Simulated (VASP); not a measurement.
# Al (P6/mmm) in VASP: further runs, part 2 of 2

VASP 6.6.1. Earlier steps stand in the parts before.

### 3 Relaxation of cell and atoms, PBE

This run uses another cell than the first one, of 19.14 Å³/atom, 1.116 times its volume.

Contents of INCAR:

```
PREC     = Accurate       # precision mode
ENCUT    = 600            # plane-wave cutoff, eV
EDIFF    = 1E-6           # SCF threshold, eV
ISMEAR   = 0              # smearing method
SIGMA    = 0.1            # smearing width, eV
LREAL    = False          # projectors in reciprocal space
LASPH    = True           # aspherical terms in the spheres
NELM     = 100            # most SCF steps
ALGO     = Normal         # electronic algorithm
ISIF     = 3              # what is computed and relaxed
LWAVE    = False          # write WAVECAR
LCHARG   = False          # write CHGCAR
GGA      = PE             # functional
IBRION   = 2              # ionic algorithm
NSW      = 90             # ionic steps
EDIFFG   = -0.04          # ionic threshold
```

Contents of KPOINTS:

```
Automatic mesh
0
Gamma
  6 6 6
```

Contents of POSCAR:

```
Al
1.0
    4.7643285882      0.0000000000      0.0000000000
   -2.3821642941      4.1260295894      0.0000000000
    0.0000000000      0.0000000000      2.9207405693
Al
3
Direct
    0.0000000000      0.0000000000      0.0000000000
    0.3333333333      0.6666666667      0.5000000000
    0.6666666667      0.3333333333      0.5000000000
```

Potentials or basis: VASP PAW PBE potentials, release 64 (Al).

The run is started by

```bash
$ cat potpaw_PBE.64/Al/POTCAR > POTCAR
$ mpirun -np 1 vasp_std > vasp.out
```

OUTCAR:

```text
PREC = Accurate
   ENCUT = 600
   EDIFF = 1E-6
   ISMEAR = 0
   LREAL = False
   LASPH = True
   NELM = 100
   ISIF = 3
   GGA = PE
   IBRION = 2
   NSW = 90
   EDIFFG = -0.04

 ion  position               nearest neighbor table
   1  0.000  0.000  0.000-   2 3.11   3 3.11   2 3.11   3 3.11   3 3.11   3 3.11   2 3.11   2 3.11
                             3 3.11   3 3.11   2 3.11   2 3.11
   2  0.333  0.667  0.500-   3 2.75   3 2.75   3 2.75   1 3.11   1 3.11   1 3.11   1 3.11   1 3.11
                             1 3.11
   3  0.667  0.333  0.500-   2 2.75   2 2.75   2 2.75   1 3.11   1 3.11   1 3.11   1 3.11   1 3.11
                             1 3.11

  LATTYP: Found a hexagonal cell.
 ALAT       =     4.7643285882
 C/A-ratio  =     0.6130434783

  Lattice vectors:

 A1 = (   4.7643285882,   0.0000000000,   0.0000000000)
 A2 = (  -2.3821642941,   4.1260295894,   0.0000000000)
 A3 = (   0.0000000000,   0.0000000000,   2.9207405693)

Analysis of symmetry for initial positions (statically):
=====================================================================
 Subroutine PRICEL returns:
 Original cell was already a primitive cell.

 Routine SETGRP: Setting up the symmetry group for a
 hexagonal supercell.

 Subroutine GETGRP returns: Found 24 space group operations
 (whereof 24 operations were pure point group operations)
 out of a pool of 24 trial point group operations.

The static configuration has the point symmetry D_6h.

Analysis of symmetry for dynamics (positions and initial velocities):
=====================================================================
 Subroutine PRICEL returns:
 Original cell was already a primitive cell.

 Routine SETGRP: Setting up the symmetry group for a
 hexagonal supercell.

 Subroutine GETGRP returns: Found 24 space group operations
 (whereof 24 operations were pure point group operations)
 out of a pool of 24 trial point group operations.

The dynamic configuration has the point symmetry D_6h.

 Subroutine INISYM returns: Found 24 space group operations
 (whereof 24 operations are pure point group operations),
 and found     1 'primitive' translations

----------------------------------------------------------------------------------------

                                     Primitive cell

  volume of cell :      57.4152
[... 102 lines left out ...]
   NELECT =       9.0000    total number of electrons
   NUPDOWN=      -1.0000    fix difference up-down
   EMIN   =  10.00;   EMAX   =-10.00  energy-range for DOS
   EFERMI =   0.00;   METHOD = LEGACY
   ISMEAR =     0;   SIGMA  =   0.10  broadening in eV -4-tet -1-fermi 0-gaus
   EFERMI_NEDOS =   21; number of points for ismear=-14 and -15
   IALGO  =     38    algorithm
   IMIX   =      4    mixing-type and parameters
     AMIX     =   0.40;   BMIX     =  1.00
     AMIX_MAG =   1.60;   BMIX_MAG =  1.00
  volume/ion in A,a.u.               =      19.14       129.15
  Fermi-wavevector in a.u.,A,eV,Ry     =   0.882700  1.668062 10.601115  0.779160
  Thomas-Fermi vector in A             =   2.003367
   LORBIT       =      0    0 simple, 1 ext, 2 COOP (PROOUT), +10 PAW based schemes
   GGA     = PE    functional components
   LHFCALC =     F    Hartree Fock is set to
   AEXX    =    0.0000 exact exchange contribution
   IVDW    =     0    specifies the selected vdW correction
   LEPSILON=     F    determine dielectric tensor
   LRPA    =     F    only Hartree local field effects (RPA)
 conjugate gradient relaxation of ions
 non-spin polarized calculation
 Gauss-broadening in eV      SIGMA  =   0.10
  energy-cutoff  :      600.00
  volume of cell :       57.42
 maximum number of plane-waves:      1956
 NGX is ok and might be reduce to    40

--------------------------------------- Ionic step        1  -------------------------------------------

 number of electron       9.0000000 magnetization

 Free energy of the ion-electron system (eV)
  ---------------------------------------------------
  ext. energy  EPLUGINS =         0.00000000
  ---------------------------------------------------
  free energy    TOTEN  =       -10.84713890 eV

  energy without entropy =      -10.84232520  energy(sigma->0) =      -10.84473205

 E-fermi :   6.6008     XC(G=0):  -9.6673

 val. band max:        6.5580612549   @ k =   0.1667   0.0000   0.0000
 cond. band min:       6.6368877722   @ k =   0.0000   0.0000   0.3333
 fundamental gap:      0.0788265173
 Fermi energy:         6.6007816713

 k-point     1 :       0.0000    0.0000    0.0000
  band No.  band energies     occupation
      1      -3.6212      2.00000
      2       4.7249      2.00000
      3       4.7249      2.00000
      4       4.8222      2.00000
      5       4.8222      2.00000
      6       4.9691      2.00000
      7       5.0859      2.00000
      8      12.4292      0.00000
[... 326 lines left out ...]
--------------------------------------- Ionic step        3  -------------------------------------------

 number of electron       9.0000000 magnetization

 Free energy of the ion-electron system (eV)
  ---------------------------------------------------
  ext. energy  EPLUGINS =         0.00000000
  ---------------------------------------------------
  free energy    TOTEN  =       -10.97574645 eV

  energy without entropy =      -10.97090199  energy(sigma->0) =      -10.97332422

 E-fermi :   7.6833     XC(G=0): -10.0628

 val. band max:        7.5846429965   @ k =   0.0000   0.0000   0.3333
 cond. band min:       7.7271946630   @ k =   0.3333   0.3333   0.3333
 fundamental gap:      0.1425516665
 Fermi energy:         7.6833046495

 k-point     1 :       0.0000    0.0000    0.0000
  band No.  band energies     occupation
      1      -3.2666      2.00000
      2       5.5490      2.00000
      3       5.5490      2.00000
      4       5.6399      2.00000
      5       5.6399      2.00000
      6       6.2883      2.00000
      7       6.3955      2.00000
      8      14.1158      0.00000
[... 283 lines left out ...]
  FREE ENERGIE OF THE ION-ELECTRON SYSTEM (eV)
  ---------------------------------------------------
  free  energy   TOTEN  =       -10.9757464457 eV

  energy  without entropy=      -10.9709019859  energy(sigma->0) =      -10.97332422

 reached required accuracy - stopping structural energy minimisation
```

OSZICAR:

```text
N       E                     dE             d eps       ncg     rms          rms(c)
DAV:   1     0.437966663320E+01    0.43797E+01   -0.31619E+03   448   0.874E+02
DAV:   2    -0.106593680812E+02   -0.15039E+02   -0.14028E+02   632   0.736E+01
DAV:   3    -0.109168511399E+02   -0.25748E+00   -0.25204E+00   600   0.100E+01
DAV:   4    -0.109187474710E+02   -0.18963E-02   -0.18864E-02   624   0.832E-01
[... 15 lines left out ...]
       N       E                     dE             d eps       ncg     rms          rms(c)
DAV:   1    -0.109757750778E+02   -0.30982E-03   -0.37759E-03   472   0.415E-01    0.470E-02
DAV:   2    -0.109757576281E+02    0.17450E-04   -0.26602E-05   512   0.425E-02    0.189E-02
DAV:   3    -0.109757473544E+02    0.10274E-04   -0.41906E-06   480   0.137E-02    0.737E-03
DAV:   4    -0.109757464457E+02    0.90869E-06   -0.87154E-07   232   0.632E-03
   3 F= -.10975746E+02 E0= -.10973324E+02  d E =-.128608E+00
```

Run time: 25 s. Hardware: 1 thread of Intel Xeon Platinum 8488C (Sapphire Rapids), shared host; peak memory 0.18 GiB.

Results:

| Quantity | Value |
| --- | --- |
| Free energy | -10.9757 eV |
| Relaxed volume | 17.11 Å³/atom |
| Relaxed cell | a = 4.592 Å, b = 4.592 Å, c = 2.811 Å, α = 90.00°, β = 90.00°, γ = 120.00° |
| Space group after relaxing (to 0.05 Å) | P6/mmm (No. 191) |
| Energy gained by relaxing | 42.9 meV/atom |
| Ionic steps | 3 |
| Pressure after relaxing | 0.0 GPa |

Step by step:
```csv
step,energy change (eV),largest force (eV/Å),pressure (GPa),volume (Å³)
1,0.0000,0.0000,-6.08,57.42
2,-0.1283,0.0000,-0.36,51.59
3,-0.1286,0.0000,0.00,51.34
```

Final structure:
```
Al
1.0
     4.59215    0.00000    0.00000
    -2.29608    3.97692    0.00000
     0.00000    0.00000    2.81104
Al
3
Direct
  0.00000 0.00000 0.00000
  0.33333 0.66667 0.50000
  0.66667 0.33333 0.50000
```

### 4 Single point, PBE

Contents of INCAR:

```
SYSTEM = Al
ALGO = Normal ; EDIFF = 1E-7
ENCUT = 520 ; GGA = PE
ISIF = 2 ; ISMEAR = 0
LASPH = .True. ; LCHARG = .False.
LREAL = .False. ; LWAVE = .False.
NBANDS = 12 ; NELM = 80
PREC = Accurate ; SIGMA = 0.1
```

Contents of KPOINTS:

```
k-points
0
Gamma
  12 12 16
  0 0 0
```

Contents of POSCAR:

```
Al
1.0
    4.6146257127      0.0000000000      0.0000000000
   -2.3073128564      3.9963830962      0.0000000000
    0.0000000000      0.0000000000      2.7899271437
Al
3
Direct
    0.0000000000      0.0000000000      0.0000000000
    0.3333333333      0.6666666667      0.5000000000
    0.6666666667      0.3333333333      0.5000000000
```

The run is started by

```bash
$ cat potpaw_PBE.64/Al/POTCAR > POTCAR
$ mpirun -np 1 vasp_std > vasp.out
```

Wall time 60 s (1 thread of Intel Xeon Platinum 8488C (Sapphire Rapids), shared host); peak memory 0.22 GiB.

It converged, with:

| Quantity | Value |
| --- | --- |
| Free energy | -10.8973 eV |
| Pressure | 0.0 GPa |

Levels at points of the mesh, in eV from the Fermi level:
```csv
k point,band 1,band 2,band 3,band 4,band 5,band 6,band 7,band 8,band 9
"(0.00, 0.00, 0.00)",-10.83,-2.08,-2.08,-1.99,-1.99,-1.41,-1.31,6.84,7.68
"(0.50, 0.00, 0.00)",-8.55,-8.52,-4.19,-3.86,4.31,4.55,4.71,4.82,8.18
"(0.00, 0.00, 0.50)",-6.44,-5.86,1.47,1.47,1.93,2.27,2.27,2.50,2.66
"(0.50, 0.00, 0.50)",-4.33,-4.06,-3.76,-3.51,-0.29,0.70,0.72,0.81,7.83
```

### 5 Single point, PBE

This run uses another cell than the first one: it holds 6 atoms, not 3.

Contents of INCAR:

```
SYSTEM = Al
  PREC = Accurate
  ENCUT = 520
  EDIFF = 1E-7
  ISMEAR = 0
  SIGMA = 0.1
  LREAL = .FALSE.
  LASPH = .TRUE.
  NELM = 80
  ALGO = Normal
  ISIF = 2
  LWAVE = .FALSE.
  LCHARG = .FALSE.
  GGA = PE
  NBANDS = 18
```

Contents of KPOINTS:

```
regular mesh
0
G
  8 6 4
  0 0 0
```

Contents of POSCAR:

```
Al
1.0
    0.0000000000      0.0000000000     -2.7899271437
    2.3073128564     -3.9963830962      0.0000000000
   -6.9219385691     -3.9963830962      0.0000000000
Al
6
Direct
    1.0000000000      0.0000000000      1.0000000000
    1.0000000000      0.5000000000      0.5000000000
    0.5000000000      0.5000000000      0.8333333333
    0.5000000000      1.0000000000      0.3333333333
    0.5000000000      1.0000000000      0.6666666667
    0.5000000000      0.5000000000      0.1666666667
```

The run is started by

```bash
$ cat potpaw_PBE.64/Al/POTCAR > POTCAR
$ mpirun -np 1 vasp_std > vasp.out
```

Run time: 66 s. Hardware: 1 thread of Intel Xeon Platinum 8488C (Sapphire Rapids), shared host; peak memory 0.25 GiB.

Results (log left out):

| Quantity | Value |
| --- | --- |
| Free energy | -21.8094 eV |
| Pressure | -0.1 GPa |
| Largest force | 0.006 eV/Å |
| Band gap on the k mesh | zero (band 9 reaches 12.08 eV, above the bottom of band 10 at 5.42 eV) |

Forces on the atoms (eV/Å):
```
Al   0.000  0.000  0.000
Al   0.000  0.000  0.000
Al  -0.005 -0.003  0.000
Al  -0.005 -0.003  0.000
Al   0.005  0.003  0.000
Al   0.005  0.003  0.000
```

Stress tensor (GPa, compression positive):
```
-0.38 -1.48  0.00
-1.48  1.32  0.00
 0.00  0.00 -1.38
```

Levels at points of the mesh, in eV from the Fermi level:
```
           k point  band 6  band 7  band 8  band 9  band 10  band 11  band 12  band 13
(0.00, 0.00, 0.00)   -2.07   -2.06   -1.98   -1.98    -1.40    -1.29     4.32     4.56
(0.50, 0.00, 0.00)   -3.49   -0.28    0.71    0.73     0.83     1.48     1.48     1.95
(0.00, 0.50, 0.00)   -6.80   -0.22   -0.22   -0.11    -0.11     4.09     4.09     6.01
(0.50, 0.50, 0.00)   -2.66   -2.40   -2.40   -2.13    -2.13    -1.77    -1.77     3.25
(0.00, 0.00, 0.50)   -3.64   -3.28   -3.28    0.67     0.67     1.17     1.17     3.06
(0.50, 0.00, 0.50)   -1.47   -0.89   -0.89    0.24     0.24     1.17     1.17     1.25
(0.00, 0.50, 0.50)   -4.18   -3.85   -3.85    4.32     4.32     4.56     4.56     4.72
(0.50, 0.50, 0.50)   -3.75   -3.49   -3.49   -0.28    -0.28     0.71     0.71     0.73
```

### 6 Single point, PBE

This run uses another cell than the first one, of 19.14 Å³/atom, 1.116 times its volume.

Contents of INCAR:

```
SYSTEM = Al
PREC = Accurate
ENCUT = 500
EDIFF = 1E-6
ISMEAR = 0
SIGMA = 0.1
LREAL = .False.
LASPH = .True.
NELM = 120
ALGO = Normal
ISIF = 2
LWAVE = .False.
LCHARG = .True.
GGA = PE
LELF = .True.
LVHAR = .True.
NBANDS = 12
GGA_COMPAT = .False.
```

Contents of KPOINTS:

```
regular mesh
0
Gamma
  6 6 6
  0 0 0
```

Contents of POSCAR:

```
Al
1.0
    4.7643285882      0.0000000000      0.0000000000
   -2.3821642941      4.1260295894      0.0000000000
    0.0000000000      0.0000000000      2.9207405693
Al
3
Direct
    0.0000000000      0.0000000000      0.0000000000
    0.3333333333      0.6666666667      0.5000000000
    0.6666666667      0.3333333333      0.5000000000
```

Potentials or basis: VASP PAW PBE potentials, release 64 (Al).

The run is started by

```bash
$ cat potpaw_PBE.64/Al/POTCAR > POTCAR
$ mpirun -np 1 vasp_std > vasp.out
```

Wall time 16 s (1 thread of AMD EPYC 7R43 (Zen 3), shared host); peak memory 0.13 GiB.

It converged, with:

```yaml
Free_energy: -10.8470 eV
Pressure: -6.1 GPa
```

Stress tensor (GPa, compression positive):
```
-6.00  0.00  0.00
 0.00 -6.00  0.00
 0.00  0.00 -6.24
```

Levels at points of the mesh, in eV from the Fermi level:
```
           k point  band 2  band 3  band 4  band 5  band 6  band 7
(0.00, 0.00, 0.00)   -1.88   -1.88   -1.78   -1.78   -1.63   -1.51
(0.50, 0.00, 0.00)   -8.05   -3.86   -3.78    4.12    4.26    4.39
(0.00, 0.00, 0.50)   -5.59    1.20    1.20    1.74    2.02    2.20
(0.50, 0.00, 0.50)   -4.14   -3.51   -3.48   -0.37    0.29    0.46
```

### 7 Overview

| task | cell | k mesh | cutoff (eV) | gap on the mesh (eV) | pressure (GPa) |
| --- | --- | --- | --- | --- | --- |
| single point | a = 4.593, b = 4.593, c = 2.815 Å, angles 90.0, 90.0, 120.0°, 3 atoms | 6 × 6 × 6 | 520 | none | -0.1 |
| relaxation of cell and atoms | relaxed from a = 4.764, b = 4.764, c = 2.921 Å, angles 90.0, 90.0, 120.0°, 3 atoms | 6 × 6 × 6 | 600 | none | 0.0 |
| single point | a = 4.615, b = 4.615, c = 2.790 Å, angles 90.0, 90.0, 120.0°, 3 atoms | 12 × 12 × 16 | 520 | none | 0.0 |
| single point | a = 2.790, b = 4.615, c = 7.993 Å, 6 atoms | 8 × 6 × 4 | 520 | none | -0.1 |
| single point | a = 4.764, b = 4.764, c = 2.921 Å, angles 90.0, 90.0, 120.0°, 3 atoms | 6 × 6 × 6 | 500 | none | -6.1 |

Alike in all rows: level PBE; potentials or basis VASP PAW PBE potentials, release 64 (Al); no spin polarisation; smearing gaussian 0.1 eV.

Caveats: some runs use coarse meshes.

Total energies depend on the potentials used, so only differences within one code and one set of settings carry meaning.
